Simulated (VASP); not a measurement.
# KTaO3 (P4/mmm) in VASP: a series of runs

Runs on KTaO3. Level: PBEsol. Tasks: single point.

Everything below comes from runs of VASP 6.6.1. Logs are shortened: lines on timing, memory, paths and dates and some standing lists are left out, and cuts for length are marked.

### Step 1. The cell of the first run

Symmetry: P4/mmm, No. 123, tetragonal system. Conventional cell: a = 4.057 Å, b = 4.057 Å, c = 3.744 Å, α = 90.00°, β = 90.00°, γ = 90.00°. Within 3.8 Å of K (site symmetry 4/mmm) lie 12 O at 2.76 to 2.87 Å and 8 Ta at 3.43 Å and 2 K at 3.74 Å. Ta (site symmetry 4/mmm) has 6 O at 1.87 to 2.03 Å within 2.5 Å. Within 2.9 Å of O (site symmetry mmm) lie 2 Ta at 2.03 Å and 4 K at 2.76 Å and 8 O at 2.76 to 2.87 Å. O (site symmetry 4/mmm) has 2 Ta at 1.87 Å within 2.5 Å.

### Step 2. Single point, PBEsol (12.32 Å³/atom)

The input, INCAR:

```
PREC     = Accurate       # precision mode
ENCUT    = 520            # plane-wave cutoff, eV
EDIFF    = 1E-6           # SCF threshold, eV
ISMEAR   = 0              # smearing method
SIGMA    = 0.05           # smearing width, eV
LREAL    = False          # projectors in reciprocal space
LASPH    = True           # aspherical terms in the spheres
NELM     = 100            # most SCF steps
ALGO     = Normal         # electronic algorithm
ISIF     = 2              # what is computed and relaxed
LWAVE    = False          # write WAVECAR
LCHARG   = False          # write CHGCAR
GGA      = PS             # functional
NBANDS   = 27             # bands
```

The input, KPOINTS:

```
regular mesh
0
Gamma
  8 8 8
```

The input, POSCAR:

```
KTaO3
1.0
    4.0567776758      0.0000000000      0.0000000000
    0.0000000000      4.0567776758      0.0000000000
    0.0000000000      0.0000000000      3.7435944392
K Ta O
1 1 3
Direct
    0.5000000000      0.5000000000      0.5000000000
    0.0000000000      0.0000000000      0.0000000000
    0.5000000000      0.0000000000      0.0000000000
    0.0000000000      0.5000000000      0.0000000000
    0.0000000000      0.0000000000      0.5000000000
```

Potentials or basis: VASP PAW PBE potentials, release 64 (K_sv, Ta_pv, O).

Launch:

```sh
cat potpaw_PBE.64/K_sv/POTCAR potpaw_PBE.64/Ta_pv/POTCAR potpaw_PBE.64/O/POTCAR > POTCAR
mpirun -np 1 vasp_std > vasp.out
```

OUTCAR:

```text
PREC = Accurate
   ENCUT = 520
   EDIFF = 1E-6
   ISMEAR = 0
   LREAL = False
   LASPH = True
   NELM = 100
   ISIF = 2
   GGA = PS

 ion  position               nearest neighbor table
   1  0.500  0.500  0.500-   3 2.76   4 2.76   3 2.76   4 2.76   3 2.76   3 2.76   4 2.76   4 2.76
                             5 2.87   5 2.87   5 2.87   5 2.87   2 3.43   2 3.43   2 3.43   2 3.43
   2  0.000  0.000  0.000-   5 1.87   5 1.87   3 2.03   4 2.03   4 2.03   3 2.03   1 3.43   1 3.43
                             1 3.43   1 3.43   1 3.43   1 3.43   1 3.43   1 3.43
   3  0.500  0.000  0.000-   2 2.03   2 2.03   1 2.76   1 2.76   1 2.76   1 2.76
   4  0.000  0.500  0.000-   2 2.03   2 2.03   1 2.76   1 2.76   1 2.76   1 2.76
   5  0.000  0.000  0.500-   2 1.87   2 1.87   1 2.87   1 2.87   1 2.87   1 2.87

  LATTYP: Found a simple tetragonal cell.
 ALAT       =     4.0567776758
 C/A-ratio  =     0.9228000000

  Lattice vectors:

 A1 = (   4.0567776758,   0.0000000000,   0.0000000000)
 A2 = (   0.0000000000,   4.0567776758,   0.0000000000)
 A3 = (   0.0000000000,   0.0000000000,   3.7435944392)

Analysis of symmetry for initial positions (statically):
=====================================================================
 Subroutine PRICEL returns:
 Original cell was already a primitive cell.

 Routine SETGRP: Setting up the symmetry group for a
 simple tetragonal supercell.

 Subroutine GETGRP returns: Found 16 space group operations
 (whereof 16 operations were pure point group operations)
 out of a pool of 16 trial point group operations.

The static configuration has the point symmetry D_4h.

Analysis of symmetry for dynamics (positions and initial velocities):
=====================================================================
 Subroutine PRICEL returns:
 Original cell was already a primitive cell.

 Routine SETGRP: Setting up the symmetry group for a
 simple tetragonal supercell.

 Subroutine GETGRP returns: Found 16 space group operations
 (whereof 16 operations were pure point group operations)
 out of a pool of 16 trial point group operations.

The dynamic configuration has the point symmetry D_4h.

 Subroutine INISYM returns: Found 16 space group operations
 (whereof 16 operations are pure point group operations),
 and found     1 'primitive' translations

----------------------------------------------------------------------------------------

                                     Primitive cell

  volume of cell :      61.6100

  direct lattice vectors                    reciprocal lattice vectors
     4.056777676  0.000000000  0.000000000     0.246501061  0.000000000  0.000000000
     0.000000000  4.056777676  0.000000000     0.000000000  0.246501061  0.000000000
     0.000000000  0.000000000  3.743594439     0.000000000  0.000000000  0.267122953

  length of vectors
     4.056777676  4.056777676  3.743594439     0.246501061  0.246501061  0.267122953

  position of ions in fractional coordinates (direct lattice)
     0.500000000  0.500000000  0.500000000
     0.000000000  0.000000000  0.000000000
     0.500000000  0.000000000  0.000000000
     0.000000000  0.500000000  0.000000000
     0.000000000  0.000000000  0.500000000

  ion indices of the primitive-cell ions
   primitive index   ion index
                 1           1
                 2           2
                 3           3
                 4           4
                 5           5

----------------------------------------------------------------------------------------

 KPOINTS: regular mesh

Automatic generation of k-mesh.
 Grid dimensions read from file:
 generate k-points for:    8    8    8

 Generating k-lattice:

  Cartesian coordinates                     Fractional coordinates (reciprocal lattice)
     0.030812633  0.000000000  0.000000000     0.125000000  0.000000000  0.000000000
     0.000000000  0.030812633  0.000000000     0.000000000  0.125000000  0.000000000
     0.000000000  0.000000000  0.033390369     0.000000000  0.000000000  0.125000000

  Length of vectors
     0.030812633  0.030812633  0.033390369

  Shift w.r.t. Gamma in fractional coordinates (k-lattice)
     0.000000000  0.000000000  0.000000000

 Subroutine IBZKPT returns following result:
 ===========================================

 Found     75 irreducible k-points:

 Following reciprocal coordinates:
            Coordinates               Weight
  0.000000  0.000000  0.000000      1.000000
  0.125000  0.000000  0.000000      4.000000
  0.250000  0.000000  0.000000      4.000000
  0.375000  0.000000  0.000000      4.000000
  0.500000  0.000000  0.000000      2.000000
  0.125000  0.125000  0.000000      4.000000
[... 16 lines left out ...]
  0.375000  0.125000  0.125000     16.000000
  0.500000  0.125000  0.125000      8.000000
 [... further k-points ...]
   k-points           NKPTS =     75   k-points in BZ     NKDIM =     75   number of bands    NBANDS=     27
   number of dos      NEDOS =    301   number of ions     NIONS =      5
   total plane-waves  NPLWV =  25200
   dimension x,y,z NGX =    30 NGY =   30 NGZ =   28
   dimension x,y,z NGXF=    60 NGYF=   60 NGZF=   56
   ions per type =               1   1   3
   NGX,Y,Z   is equivalent  to a cutoff of  12.29, 12.29, 12.43 a.u.
   NGXF,Y,Z  is equivalent  to a cutoff of  24.59, 24.59, 24.87 a.u.
 SYSTEM =  unknown system
   PREC   = accura    normal or accurate (medium, high low for compatibility)
   ISTART =      0    job   : 0-new  1-cont  2-samecut
   ICHARG =      2    charge: 1-file 2-atom 10-const
   ISPIN  =      1    spin polarized calculation?
   LNONCOLLINEAR =      F non collinear calculations
   LSORBIT =      F    spin-orbit coupling
   LASPH  =      T    aspherical Exc in radial PAW
   ENCUT  =  520.0 eV  38.22 Ry    6.18 a.u.   7.54  7.54  6.96*2*pi/ulx,y,z
   NELM   =    100;   NELMIN=  2; NELMDL= -5     # of ELM steps
   EDIFF  = 0.1E-05   stopping-criterion for ELM
   LREAL  =      F    real-space projection
   EDIFFG = 0.1E-04   stopping-criterion for IOM
   NSW    =      0    number of steps for IOM
   IBRION =     -1    ionic relax: 0-MD 1-quasi-New 2-CG
   NFREE  =      0    steps in history (QN), initial steepest desc. (CG)
   ISIF   =      2    stress and relaxation
   ISYM   =      2    0-nonsym 1-usesym 2-fastsym
   POTIM  = 0.5000    time-step for ionic-motion
   TEBEG  =    0.0;   TEEND  =   0.0 temperature during run
   PSTRESS=    0.0 pullay stress
   NELECT =      38.0000    total number of electrons
   NUPDOWN=      -1.0000    fix difference up-down
   EMIN   =  10.00;   EMAX   =-10.00  energy-range for DOS
   EFERMI =   0.00;   METHOD = LEGACY
   ISMEAR =     0;   SIGMA  =   0.05  broadening in eV -4-tet -1-fermi 0-gaus
   EFERMI_NEDOS =   21; number of points for ismear=-14 and -15
   IALGO  =     38    algorithm
   IMIX   =      4    mixing-type and parameters
     AMIX     =   0.40;   BMIX     =  1.00
     AMIX_MAG =   1.60;   BMIX_MAG =  1.00
  volume/ion in A,a.u.               =      12.32        83.15
  Fermi-wavevector in a.u.,A,eV,Ry     =   1.393538  2.633406 26.421826  1.941949
  Thomas-Fermi vector in A             =   2.517175
   LORBIT       =      0    0 simple, 1 ext, 2 COOP (PROOUT), +10 PAW based schemes
   GGA     = PS    functional components
   LHFCALC =     F    Hartree Fock is set to
   AEXX    =    0.0000 exact exchange contribution
   IVDW    =     0    specifies the selected vdW correction
   LEPSILON=     F    determine dielectric tensor
   LRPA    =     F    only Hartree local field effects (RPA)
 non-spin polarized calculation
 Gauss-broadening in eV      SIGMA  =   0.05
  energy-cutoff  :      520.00
  volume of cell :       61.61
 maximum number of plane-waves:      1688
   NGX = 15   NGY = 15   NGZ = 13

 number of electron      37.9999983 magnetization

 Free energy of the ion-electron system (eV)
  ---------------------------------------------------
  ext. energy  EPLUGINS =         0.00000000
  ---------------------------------------------------
  free energy    TOTEN  =       -42.49768860 eV

  energy without entropy =      -42.49768860  energy(sigma->0) =      -42.49768860

 E-fermi :   2.1895     XC(G=0): -11.2923

 val. band max:        1.9202069401   @ k =   0.5000   0.5000   0.5000
 cond. band min:       3.9121311556   @ k =   0.0000   0.0000   0.0000
 fundamental gap:      1.9919242155
 Fermi energy:         2.1895105508

 k-point     1 :       0.0000    0.0000    0.0000
  band No.  band energies     occupation
      1     -32.2219      2.00000
      2     -32.0185      2.00000
      3     -32.0185      2.00000
      4     -25.2122      2.00000
      5     -16.2174      2.00000
      6     -14.9720      2.00000
[... 19 lines left out ...]
     26      10.0398      0.00000
     27      10.0432      0.00000

 k-point     2 :       0.1250    0.0000    0.0000
  band No.  band energies     occupation
      1     -32.2214      2.00000
      2     -32.0297      2.00000
      3     -32.0181      2.00000
      4     -25.2077      2.00000
      5     -16.2157      2.00000
      6     -14.9202      2.00000
[... 19 lines left out ...]
     26      10.2180      0.00000
     27      10.2534      0.00000

 k-point     3 :       0.2500    0.0000    0.0000
  band No.  band energies     occupation
      1     -32.2205      2.00000
      2     -32.0564      2.00000
      3     -32.0171      2.00000
      4     -25.1971      2.00000
      5     -16.2175      2.00000
      6     -14.8697      2.00000
[... 19 lines left out ...]
     26      10.7357      0.00000
     27      11.0353      0.00000

 k-point     4 :       0.3750    0.0000    0.0000
  band No.  band energies     occupation
      1     -32.2195      2.00000
      2     -32.0828      2.00000
      3     -32.0161      2.00000
      4     -25.1865      2.00000
      5     -16.2252      2.00000
      6     -14.8661      2.00000
[... 19 lines left out ...]
     26      11.3186      0.00000
     27      12.2023      0.00000

 k-point     5 :       0.5000    0.0000    0.0000
  band No.  band energies     occupation
      1     -32.2191      2.00000
      2     -32.0937      2.00000
      3     -32.0156      2.00000
      4     -25.1821      2.00000
      5     -16.2298      2.00000
      6     -14.8691      2.00000
[... 19 lines left out ...]
     26      11.5438      0.00000
     27      12.5187      0.00000

 k-point     6 :       0.1250    0.1250    0.0000
  band No.  band energies     occupation
      1     -32.2210      2.00000
      2     -32.0294      2.00000
      3     -32.0290      2.00000
      4     -25.2037      2.00000
      5     -16.2112      2.00000
      6     -14.8442      2.00000
[... 444 lines left out ...]
      1     -32.2514      2.00000
      2     -32.0281      2.00000
      3     -32.0277      2.00000
      4     -25.1972      2.00000
      5     -15.9806      2.00000
      6     -14.8523      2.00000
[... 19 lines left out ...]
     26      10.6669      0.00000
     27      11.0196      0.00000

 k-point    22 :       0.2500    0.1250    0.1250
  band No.  band energies     occupation
      1     -32.2504      2.00000
      2     -32.0544      2.00000
      3     -32.0268      2.00000
      4     -25.1883      2.00000
      5     -15.9717      2.00000
      6     -14.7556      2.00000
[... 19 lines left out ...]
     26      11.1799      0.00000
     27      11.5763      0.00000

 k-point    23 :       0.3750    0.1250    0.1250
  band No.  band energies     occupation
      1     -32.2494      2.00000
      2     -32.0807      2.00000
      3     -32.0257      2.00000
      4     -25.1793      2.00000
      5     -15.9708      2.00000
      6     -14.7358      2.00000
[... 19 lines left out ...]
     26      11.7953      0.00000
     27      12.5365      0.00000

 k-point    24 :       0.5000    0.1250    0.1250
  band No.  band energies     occupation
      1     -32.2489      2.00000
      2     -32.0915      2.00000
      3     -32.0252      2.00000
      4     -25.1757      2.00000
      5     -15.9721      2.00000
      6     -14.7349      2.00000
[... 19 lines left out ...]
     26      12.0178      0.00000
     27      12.6646      0.00000

 [... further k-points ...]

------------------------ aborting loop because EDIFF is reached ----------------------------------------

  FORCE on cell =-STRESS in cart. coord.  units (eV):
  Direction    XX          YY          ZZ          XY          YZ          ZX
  --------------------------------------------------------------------------------------
  -------------------------------------------------------------------------------------
  Total       -1.3012316     -1.3012316     13.5770753      0.0000000     -0.0000000      0.0000000
  in kB      -33.8387235    -33.8387235    353.0738883      0.0000000     -0.0000000      0.0000000
  external PRESSURE =      95.1321471 kB  Pullay stress =       0.0000000 kB

 VOLUME and BASIS-vectors are now :
 -----------------------------------------------------------------------------
  energy-cutoff  :      520.00
  volume of cell :       61.61
      direct lattice vectors                 reciprocal lattice vectors
     4.056777676  0.000000000  0.000000000     0.246501061  0.000000000  0.000000000
     0.000000000  4.056777676  0.000000000     0.000000000  0.246501061  0.000000000
     0.000000000  0.000000000  3.743594439     0.000000000  0.000000000  0.267122953

 POSITION                                       TOTAL-FORCE (eV/Angst)
 -----------------------------------------------------------------------------------
      2.02839      2.02839      1.87180         0.000000      0.000000      0.000000
      0.00000      0.00000      0.00000         0.000000      0.000000      0.000000
      2.02839      0.00000      0.00000         0.000000      0.000000      0.000000
      0.00000      2.02839      0.00000         0.000000      0.000000      0.000000
      0.00000      0.00000      1.87180         0.000000      0.000000      0.000000
 -----------------------------------------------------------------------------------
    total drift:                                0.000000     -0.000000      0.000000

  FREE ENERGIE OF THE ION-ELECTRON SYSTEM (eV)
  ---------------------------------------------------
  free  energy   TOTEN  =       -42.4976885989 eV

  energy  without entropy=      -42.4976885989  energy(sigma->0) =      -42.49768860
```

It took 43 s on 1 thread of Intel Xeon 6975P-C (Granite Rapids), shared host; peak memory 0.25 GiB.

Results:

```yaml
Free_energy: -42.4977 eV
Pressure: 9.5 GPa
Band_gap_on_the_k_mesh: 1.99 eV (least direct gap 2.53 eV)
```

Levels at points of the mesh, in eV from the valence-band top:
| k point | band 15 | band 16 | band 17 | band 18 | band 19 | band 20 | band 21 | band 22 | band 23 | band 24 |
| --- | --- | --- | --- | --- | --- | --- | --- | --- | --- | --- |
| (0.00, 0.00, 0.00) | -1.31 | -0.86 | -0.63 | -0.63 | -0.54 | 1.99 | 2.13 | 2.13 | 6.18 | 6.38 |
| (0.50, 0.00, 0.00) | -2.26 | -2.05 | -1.63 | -1.01 | -0.77 | 2.26 | 4.77 | 4.77 | 6.84 | 8.96 |
| (0.50, 0.50, 0.00) | -2.55 | -2.13 | -2.13 | -1.51 | -0.08 | 4.80 | 4.80 | 5.99 | 9.37 | 9.77 |
| (0.00, 0.00, 0.50) | -2.33 | -2.10 | -1.57 | -0.83 | -0.83 | 2.26 | 5.91 | 5.91 | 6.45 | 8.22 |
| (0.50, 0.00, 0.50) | -2.75 | -1.65 | -1.32 | -1.25 | -0.16 | 4.84 | 5.93 | 6.90 | 7.27 | 10.15 |
| (0.50, 0.50, 0.50) | -4.53 | -3.51 | -0.08 | -0.08 | 0.00 | 6.19 | 7.03 | 7.03 | 8.47 | 8.95 |

Caveat: the cell stands under pressure; the PAW data sets were made with another functional, which shifts forces and pressure a little; spin-orbit coupling is left out, which moves the levels of the heavy elements. A k mesh can miss the band edges.

(Part 1 of 3 ends here.)
